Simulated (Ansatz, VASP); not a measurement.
Ta: VASP beside Ansatz

```xyz
1
Lattice="-1.6277 1.6277 1.6277 1.6277 -1.6277 1.6277 1.6277 1.6277 -1.6277" Properties=species:S:1:pos:R:3 pbc="T T T"
Ta    0.0000    0.0000    0.0000
```

Alike in both runs: task single point; functional LDA; k mesh 14 × 14 × 14; occupations fermi-dirac, width 0.1 eV; no spin polarisation.

|  | VASP | Ansatz |
| --- | --- | --- |
| version | VASP 6.6.1 | Ansatz 0.2.0 |
| potentials or method | VASP PAW LDA potentials, release 64 (Ta_pv), cutoff 520 eV | plane waves (500 eV) with PAW, scalar-relativistic |
| valence electrons in the cell | 11 | 13 |

```tsv
	VASP	Ansatz	Ansatz less VASP
pressure (GPa)	0.9	0.0	-0.90
```

Ansatz warns that its potentials were made for another functional, while VASP's fit it. LDA's correlation is that of Perdew and Zunger in VASP and of Perdew and Wang (1992) in Ansatz. VASP's potentials hold 11 valence electrons a cell and Ansatz's 13, so a difference there can come from the potentials and not from the codes.

Neither program's run includes spin-orbit coupling.
